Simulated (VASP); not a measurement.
# InH3 (Pmmm) in VASP: further runs

Runs on InH3. Level: PBE. Tasks: single point.

Program: VASP 6.6.1. These are calculated values, not measurements. Logs are shortened: lines on timing, memory, paths and dates and some standing lists are left out, and cuts for length are marked.

## Step 1: The cell of the first run

It takes space group Pmmm (No. 47, orthorhombic). Conventional cell: a = 3.857 Å, b = 6.551 Å, c = 7.566 Å, α = 90.00°, β = 90.00°, γ = 90.00°. In (site symmetry mm2) has 6 H at 1.86 to 1.98 Å within 2.5 Å. Within 2.6 Å of In (site symmetry mmm) lie 6 H at 1.93 to 1.96 Å. H (site symmetry mm2) has 2 In at 1.93 Å and 8 H at 2.62 to 2.79 Å within 2.8 Å. Within 2.5 Å of H (site symmetry mmm) lie 2 In at 1.86 Å and 4 H at 2.40 Å. Within 2.7 Å of H (site symmetry mmm) lie 2 In at 1.92 Å and 4 H at 2.62 Å. H (site symmetry m) has 2 In at 1.96 to 1.98 Å and 7 H at 2.40 to 2.85 Å within 2.9 Å. Within 2.6 Å of H (site symmetry mmm) lie 2 In at 1.93 Å.

The cell was built from a structure type or drawn by symmetry, and may not be a known phase.

## Step 2: Single point, PBE

The input, INCAR:

```
SYSTEM = InH3
  PREC = Accurate
  ENCUT = 520
  EDIFF = 1E-7
  ISMEAR = 0
  SIGMA = 0.1
  LREAL = .False.
  LASPH = .True.
  NELM = 60
  ALGO = Normal
  ISIF = 2
  LWAVE = .False.
  LCHARG = .False.
  GGA = PE
  NBANDS = 36
```

The input, KPOINTS:

```
regular mesh
0
Gamma
  4 4 2
  0 0 0
```

The input, POSCAR:

```
InH3
1.0
    3.8573604197      0.0000000000      0.0000000000
    0.0000000000      6.5512239573      0.0000000000
    0.0000000000      0.0000000000      7.5656077289
In H
3 9
Direct
    0.0000000000      0.0000000000      0.2458075845
    0.0000000000      0.0000000000      0.7541924155
    0.0000000000      0.5000000000      0.0000000000
    0.5000000000      0.0000000000      0.2653846273
    0.0000000000      0.0000000000      0.0000000000
    0.0000000000      0.0000000000      0.5000000000
    0.0000000000      0.7057367000      0.1884913609
    0.0000000000      0.2942633000      0.1884913609
    0.5000000000      0.0000000000      0.7346153727
    0.0000000000      0.7057367000      0.8115086391
    0.0000000000      0.2942633000      0.8115086391
    0.5000000000      0.5000000000      0.0000000000
```

Potentials or basis: VASP PAW PBE potentials, release 64 (In_d, H).

Command:

```sh
$ cat potpaw_PBE.64/In_d/POTCAR potpaw_PBE.64/H/POTCAR > POTCAR
$ mpirun -np 1 vasp_std > vasp.out
```

OUTCAR:

```text
SYSTEM = InH3
   PREC = Accurate
   ENCUT = 520
   EDIFF = 1E-7
   ISMEAR = 0
   LREAL = .False.
   LASPH = .True.
   NELM = 60
   ISIF = 2
   GGA = PE

 ion  position               nearest neighbor table
   1  0.000  0.000  0.246-   5 1.86   6 1.92   4 1.93   4 1.93   8 1.98   7 1.98   2 3.72   3 3.77
                             3 3.77   2 3.85
   2  0.000  0.000  0.754-   5 1.86   6 1.92   9 1.93   9 1.93  11 1.98  10 1.98   1 3.72   3 3.77
                             3 3.77   1 3.85
   3  0.000  0.500  0.000-  12 1.93  12 1.93  10 1.96  11 1.96   7 1.96   8 1.96   1 3.77   1 3.77
                             2 3.77   2 3.77
   4  0.500  0.000  0.265-   1 1.93   1 1.93
   5  0.000  0.000  0.000-   1 1.86   2 1.86
   6  0.000  0.000  0.500-   1 1.92   2 1.92
   7  0.000  0.706  0.188-   3 1.96   1 1.98
   8  0.000  0.294  0.188-   3 1.96   1 1.98
   9  0.500  0.000  0.735-   2 1.93   2 1.93
  10  0.000  0.706  0.812-   3 1.96   2 1.98
  11  0.000  0.294  0.812-   3 1.96   2 1.98
  12  0.500  0.500  0.000-   3 1.93   3 1.93

  LATTYP: Found a simple orthorhombic cell.
 ALAT       =     3.8573604197
 B/A-ratio  =     1.6983696737
 C/A-ratio  =     1.9613432259

  Lattice vectors:

 A1 = (   3.8573604197,   0.0000000000,   0.0000000000)
 A2 = (   0.0000000000,   6.5512239573,   0.0000000000)
 A3 = (   0.0000000000,   0.0000000000,   7.5656077289)

Analysis of symmetry for initial positions (statically):
=====================================================================
 Subroutine PRICEL returns:
 Original cell was already a primitive cell.

 Routine SETGRP: Setting up the symmetry group for a
 simple orthorhombic supercell.

 Subroutine GETGRP returns: Found  8 space group operations
 (whereof  8 operations were pure point group operations)
 out of a pool of  8 trial point group operations.

The static configuration has the point symmetry D_2h.

Analysis of symmetry for dynamics (positions and initial velocities):
=====================================================================
 Subroutine PRICEL returns:
 Original cell was already a primitive cell.

 Routine SETGRP: Setting up the symmetry group for a
 simple orthorhombic supercell.

 Subroutine GETGRP returns: Found  8 space group operations
 (whereof  8 operations were pure point group operations)
 out of a pool of  8 trial point group operations.

The dynamic configuration has the point symmetry D_2h.

 Subroutine INISYM returns: Found  8 space group operations
 (whereof  8 operations are pure point group operations),
 and found     1 'primitive' translations

----------------------------------------------------------------------------------------

                                     Primitive cell

  volume of cell :     191.1862

  direct lattice vectors                    reciprocal lattice vectors
     3.857360420  0.000000000  0.000000000     0.259244637  0.000000000  0.000000000
     0.000000000  6.551223957  0.000000000     0.000000000  0.152643232  0.000000000
     0.000000000  0.000000000  7.565607729     0.000000000  0.000000000  0.132177088

  length of vectors
     3.857360420  6.551223957  7.565607729     0.259244637  0.152643232  0.132177088

  position of ions in fractional coordinates (direct lattice)
     0.000000000  0.000000000  0.245807584
     0.000000000  0.000000000  0.754192416
     0.000000000  0.500000000  0.000000000
     0.500000000  0.000000000  0.265384627
     0.000000000  0.000000000  0.000000000
     0.000000000  0.000000000  0.500000000
     0.000000000  0.705736700  0.188491361
     0.000000000  0.294263300  0.188491361
     0.500000000  0.000000000  0.734615373
     0.000000000  0.705736700  0.811508639
     0.000000000  0.294263300  0.811508639
     0.500000000  0.500000000  0.000000000

  ion indices of the primitive-cell ions
   primitive index   ion index
                 1           1
                 2           2
                 3           3
                 4           4
                 5           5
                 6           6
                 7           7
                 8           8
                 9           9
                10          10
                11          11
                12          12

----------------------------------------------------------------------------------------

 KPOINTS: regular mesh

Automatic generation of k-mesh.
 Grid dimensions read from file:
 generate k-points for:    4    4    2

 Generating k-lattice:

  Cartesian coordinates                     Fractional coordinates (reciprocal lattice)
     0.064811159  0.000000000  0.000000000     0.250000000  0.000000000  0.000000000
     0.000000000  0.038160808  0.000000000     0.000000000  0.250000000  0.000000000
     0.000000000  0.000000000  0.066088544     0.000000000  0.000000000  0.500000000

  Length of vectors
     0.064811159  0.038160808  0.066088544

  Shift w.r.t. Gamma in fractional coordinates (k-lattice)
     0.000000000  0.000000000  0.000000000

 Subroutine IBZKPT returns following result:
 ===========================================

 Found     18 irreducible k-points:

 Following reciprocal coordinates:
            Coordinates               Weight
  0.000000  0.000000  0.000000      1.000000
  0.250000  0.000000  0.000000      2.000000
  0.500000  0.000000  0.000000      1.000000
  0.000000  0.250000  0.000000      2.000000
  0.250000  0.250000  0.000000      4.000000
  0.500000  0.250000  0.000000      2.000000
[... 10 lines left out ...]
  0.250000  0.500000  0.500000      2.000000
  0.500000  0.500000  0.500000      1.000000
   k-points           NKPTS =     18   k-points in BZ     NKDIM =     18   number of bands    NBANDS=     36
   number of dos      NEDOS =    301   number of ions     NIONS =     12
   total plane-waves  NPLWV =  84000
   dimension x,y,z NGX =    30 NGY =   50 NGZ =   56
   dimension x,y,z NGXF=    60 NGYF=  100 NGZF=  112
   ions per type =               3   9
   NGX,Y,Z   is equivalent  to a cutoff of  12.93, 12.69, 12.31 a.u.
   NGXF,Y,Z  is equivalent  to a cutoff of  25.86, 25.38, 24.61 a.u.
 SYSTEM =  InH3
   PREC   = accura    normal or accurate (medium, high low for compatibility)
   ISTART =      0    job   : 0-new  1-cont  2-samecut
   ICHARG =      2    charge: 1-file 2-atom 10-const
   ISPIN  =      1    spin polarized calculation?
   LNONCOLLINEAR =      F non collinear calculations
   LSORBIT =      F    spin-orbit coupling
   LASPH  =      T    aspherical Exc in radial PAW
   ENCUT  =  520.0 eV  38.22 Ry    6.18 a.u.   7.17 12.18 14.07*2*pi/ulx,y,z
   NELM   =     60;   NELMIN=  2; NELMDL= -5     # of ELM steps
   EDIFF  = 0.1E-06   stopping-criterion for ELM
   LREAL  =      F    real-space projection
   EDIFFG = 0.1E-05   stopping-criterion for IOM
   NSW    =      0    number of steps for IOM
   IBRION =     -1    ionic relax: 0-MD 1-quasi-New 2-CG
   NFREE  =      0    steps in history (QN), initial steepest desc. (CG)
   ISIF   =      2    stress and relaxation
   ISYM   =      2    0-nonsym 1-usesym 2-fastsym
   POTIM  = 0.5000    time-step for ionic-motion
   TEBEG  =    0.0;   TEEND  =   0.0 temperature during run
   PSTRESS=    0.0 pullay stress
   NELECT =      48.0000    total number of electrons
   NUPDOWN=      -1.0000    fix difference up-down
   EMIN   =  10.00;   EMAX   =-10.00  energy-range for DOS
   EFERMI =   0.00;   METHOD = LEGACY
   ISMEAR =     0;   SIGMA  =   0.10  broadening in eV -4-tet -1-fermi 0-gaus
   EFERMI_NEDOS =   21; number of points for ismear=-14 and -15
   IALGO  =     38    algorithm
   IMIX   =      4    mixing-type and parameters
     AMIX     =   0.40;   BMIX     =  1.00
     AMIX_MAG =   1.60;   BMIX_MAG =  1.00
  volume/ion in A,a.u.               =      15.93       107.52
  Fermi-wavevector in a.u.,A,eV,Ry     =   1.032769  1.951650 14.512127  1.066611
  Thomas-Fermi vector in A             =   2.166983
   LORBIT       =      0    0 simple, 1 ext, 2 COOP (PROOUT), +10 PAW based schemes
   GGA     = PE    functional components
   LHFCALC =     F    Hartree Fock is set to
   AEXX    =    0.0000 exact exchange contribution
   IVDW    =     0    specifies the selected vdW correction
   LEPSILON=     F    determine dielectric tensor
   LRPA    =     F    only Hartree local field effects (RPA)
 non-spin polarized calculation
 Gauss-broadening in eV      SIGMA  =   0.10
  energy-cutoff  :      520.00
  volume of cell :      191.19
 maximum number of plane-waves:      5192
 NGX is ok and might be reduce to    30
   NGX = 15   NGY = 25   NGZ = 29

 number of electron      47.9999993 magnetization

 Free energy of the ion-electron system (eV)
  ---------------------------------------------------
  ext. energy  EPLUGINS =         0.00000000
  ---------------------------------------------------
  free energy    TOTEN  =       -33.93779435 eV

  energy without entropy =      -33.92783449  energy(sigma->0) =      -33.93281442

 E-fermi :   0.8545     XC(G=0):  -7.0255

 val. band max:        0.8369659999   @ k =   0.0000   0.5000   0.5000
 cond. band min:       0.8759423689   @ k =   0.0000   0.5000   0.0000
 fundamental gap:      0.0389763689
 Fermi energy:         0.8545463605

 k-point     1 :       0.0000    0.0000    0.0000
  band No.  band energies     occupation
      1     -13.7359      2.00000
      2     -13.6039      2.00000
      3     -13.6018      2.00000
      4     -13.4833      2.00000
      5     -13.4279      2.00000
      6     -13.3873      2.00000
[... 28 lines left out ...]
     35       8.5227      0.00000
     36       9.0556      0.00000

 k-point     2 :       0.2500    0.0000    0.0000
  band No.  band energies     occupation
      1     -13.6888      2.00000
      2     -13.5265      2.00000
      3     -13.4885      2.00000
      4     -13.4258      2.00000
      5     -13.3780      2.00000
      6     -13.3697      2.00000
[... 28 lines left out ...]
     35       9.1435      0.00000
     36       9.4917      0.00000

 k-point     3 :       0.5000    0.0000    0.0000
  band No.  band energies     occupation
      1     -13.6663      2.00000
      2     -13.4328      2.00000
      3     -13.4235      2.00000
      4     -13.4121      2.00000
      5     -13.3388      2.00000
      6     -13.3380      2.00000
[... 28 lines left out ...]
     35       8.7110      0.00000
     36       8.9657      0.00000

 k-point     4 :       0.0000    0.2500    0.0000
  band No.  band energies     occupation
      1     -13.7352      2.00000
      2     -13.6166      2.00000
      3     -13.5865      2.00000
      4     -13.5024      2.00000
      5     -13.4540      2.00000
      6     -13.3425      2.00000
[... 28 lines left out ...]
     35       8.1032      0.00000
     36       8.7592      0.00000

 k-point     5 :       0.2500    0.2500    0.0000
  band No.  band energies     occupation
      1     -13.6882      2.00000
      2     -13.5281      2.00000
      3     -13.5115      2.00000
      4     -13.4171      2.00000
      5     -13.4008      2.00000
      6     -13.3389      2.00000
[... 421 lines left out ...]
 k-point    16 :       0.0000    0.5000    0.5000
  band No.  band energies     occupation
      1     -13.6514      2.00000
      2     -13.6408      2.00000
      3     -13.5514      2.00000
      4     -13.5353      2.00000
      5     -13.5111      2.00000
      6     -13.3288      2.00000
[... 28 lines left out ...]
     35       8.8778      0.00000
     36       9.4564      0.00000

 k-point    17 :       0.2500    0.5000    0.5000
  band No.  band energies     occupation
      1     -13.5625      2.00000
      2     -13.5593      2.00000
      3     -13.5231      2.00000
      4     -13.4814      2.00000
      5     -13.4292      2.00000
      6     -13.3118      2.00000
[... 28 lines left out ...]
     35       8.4686      0.00000
     36       9.1098      0.00000

 k-point    18 :       0.5000    0.5000    0.5000
  band No.  band energies     occupation
      1     -13.5506      2.00000
      2     -13.5326      2.00000
      3     -13.4359      2.00000
      4     -13.3901      2.00000
      5     -13.3665      2.00000
      6     -13.3208      2.00000
[... 28 lines left out ...]
     35       9.1343      0.00000
     36       9.1588      0.00000

------------------------ aborting loop because EDIFF is reached ----------------------------------------

  FORCE on cell =-STRESS in cart. coord.  units (eV):
  Direction    XX          YY          ZZ          XY          YZ          ZX
  --------------------------------------------------------------------------------------
  -------------------------------------------------------------------------------------
  Total       -0.1049195     -0.0842766     -0.0731019     -0.0000000      0.0000000      0.0000000
  in kB       -0.8792460     -0.7062544     -0.6126080     -0.0000000      0.0000000      0.0000000
  external PRESSURE =      -0.7327028 kB  Pullay stress =       0.0000000 kB

 VOLUME and BASIS-vectors are now :
 -----------------------------------------------------------------------------
  energy-cutoff  :      520.00
  volume of cell :      191.19
      direct lattice vectors                 reciprocal lattice vectors
     3.857360420  0.000000000  0.000000000     0.259244637  0.000000000  0.000000000
     0.000000000  6.551223957  0.000000000     0.000000000  0.152643232  0.000000000
     0.000000000  0.000000000  7.565607729     0.000000000  0.000000000  0.132177088

 POSITION                                       TOTAL-FORCE (eV/Angst)
 -----------------------------------------------------------------------------------
      0.00000      0.00000      1.85968         0.000000     -0.000000      0.011086
      0.00000      0.00000      5.70592        -0.000000     -0.000000     -0.011086
      0.00000      3.27561      0.00000         0.000000      0.000000     -0.000000
      1.92868      0.00000      2.00780         0.000000     -0.000000      0.002908
      0.00000      0.00000      0.00000         0.000000      0.000000     -0.000000
      0.00000      0.00000      3.78280         0.000000      0.000000     -0.000000
      0.00000      4.62344      1.42605         0.000000      0.000594     -0.002539
      0.00000      1.92778      1.42605         0.000000     -0.000594     -0.002539
      1.92868      0.00000      5.55781         0.000000      0.000000     -0.002908
      0.00000      4.62344      6.13956         0.000000      0.000594      0.002539
      0.00000      1.92778      6.13956         0.000000     -0.000594      0.002539
      1.92868      3.27561      0.00000         0.000000      0.000000     -0.000000
 -----------------------------------------------------------------------------------
    total drift:                               -0.000000      0.000000      0.000000

  FREE ENERGIE OF THE ION-ELECTRON SYSTEM (eV)
  ---------------------------------------------------
  free  energy   TOTEN  =       -33.9377943519 eV

  energy  without entropy=      -33.9278344897  energy(sigma->0) =      -33.93281442
```

Run time: 1.7 min. Hardware: 1 thread of AMD EPYC 9R14 (Zen 4), shared host; peak memory 0.28 GiB.

Results:

```yaml
Free_energy: -33.9378 eV
Pressure: -0.1 GPa
Largest_force: 0.011 eV/Å
Band_gap_on_the_k_mesh: zero (bands 24 and 25 overlap by 0.43 eV)
```

Forces on the atoms (eV/Å):
```
In   0.000  0.000  0.011
In   0.000  0.000 -0.011
In   0.000  0.000  0.000
H    0.000  0.000  0.003
H    0.000  0.000  0.000
H    0.000  0.000  0.000
H    0.000  0.001 -0.003
H    0.000 -0.001 -0.003
H    0.000  0.000 -0.003
H    0.000  0.001  0.003
H    0.000 -0.001  0.003
H    0.000  0.000  0.000
```

Caveat: the k points lie up to 0.42 Å⁻¹ apart; spin-orbit coupling is left out, which moves the levels of the heavy elements.

## Step 3: Single point, PBE

This run uses another cell than the first one, of 16.45 Å³/atom.

The input, INCAR:

```
PREC = Accurate
ENCUT = 520
EDIFF = 1E-6
ISMEAR = 0
SIGMA = 0.1
LREAL = F
LASPH = T
NELM = 80
ALGO = Normal
ISIF = 2
LWAVE = F
LCHARG = F
GGA = PE
NBANDS = 36
```

The input, KPOINTS:

```
Automatic mesh
0
Gamma
  4 4 2
```

The input, POSCAR:

```
InH3
1.0
    3.8608089800      0.0000000000      0.0000000000
    0.0000000000      6.4927883400      0.0000000000
    0.0000000000      0.0000000000      7.8726077100
In H
3 9
Direct
    0.0000000000      0.0000000000      0.2558544800
    0.0000000000      0.0000000000      0.7441455200
    0.0000000000      0.5000000000      0.0000000000
    0.5000000000      0.0000000000      0.2558544800
    0.0000000000      0.0000000000      0.0000000000
    0.0000000000      0.0000000000      0.5000000000
    0.0000000000      0.7500000000      0.1279272400
    0.0000000000      0.2500000000      0.1279272400
    0.5000000000      0.0000000000      0.7441455200
    0.0000000000      0.7500000000      0.8720727600
    0.0000000000      0.2500000000      0.8720727600
    0.5000000000      0.5000000000      0.0000000000
```

Potentials or basis: VASP PAW PBE potentials, release 64 (In_d, H).

Command:

```sh
$ cat potpaw_PBE.64/In_d/POTCAR potpaw_PBE.64/H/POTCAR > POTCAR
$ mpirun -np 1 vasp_std > vasp.out
```

Run time: 91 s. Hardware: 1 thread of AMD EPYC 9R14 (Zen 4), shared host; peak memory 0.28 GiB.

The run converged. Its results:

* Free energy: -32.9122 eV
* Pressure: 1.4 GPa
* Largest force: 0.766 eV/Å
* Band gap on the k mesh: zero (bands 24 and 25 overlap by 1.25 eV)

Forces on the atoms (eV/Å):
```
In   0.000  0.000 -0.766
In   0.000  0.000  0.766
In   0.000  0.000  0.000
H    0.000  0.000  0.323
H    0.000  0.000  0.000
H    0.000  0.000  0.000
H    0.000 -0.442  0.600
H    0.000  0.442  0.600
H    0.000  0.000 -0.323
H    0.000 -0.442 -0.600
H    0.000  0.442 -0.600
H    0.000  0.000  0.000
```

Stress tensor (GPa, compression positive):
```
0.76 0.00 0.00
0.00 2.99 0.00
0.00 0.00 0.45
```

Levels at points of the mesh, in eV from the Fermi level:
```csv
k point,band 22,band 23,band 24,band 25,band 26,band 27
"(0.00, 0.00, 0.00)",-2.00,-0.81,0.57,2.20,2.79,3.38
"(0.50, 0.00, 0.00)",-4.36,-3.48,-2.01,0.09,2.58,3.50
"(0.00, 0.50, 0.00)",-1.92,-0.57,-0.27,1.88,3.64,3.65
"(0.50, 0.50, 0.00)",-4.46,-3.29,-0.88,0.79,1.55,3.10
"(0.00, 0.00, 0.50)",-2.53,-1.24,0.40,2.53,3.48,3.59
"(0.50, 0.00, 0.50)",-3.75,-3.50,-2.10,-0.68,1.66,4.41
"(0.00, 0.50, 0.50)",-1.93,-1.11,-0.05,2.56,3.29,3.34
"(0.50, 0.50, 0.50)",-3.34,-2.92,-0.99,-0.63,1.00,3.90
```

Caveat: the k points lie up to 0.41 Å⁻¹ apart, too coarse for converged energies and pressures of a metal; spin-orbit coupling is left out, which moves the levels of the heavy elements.
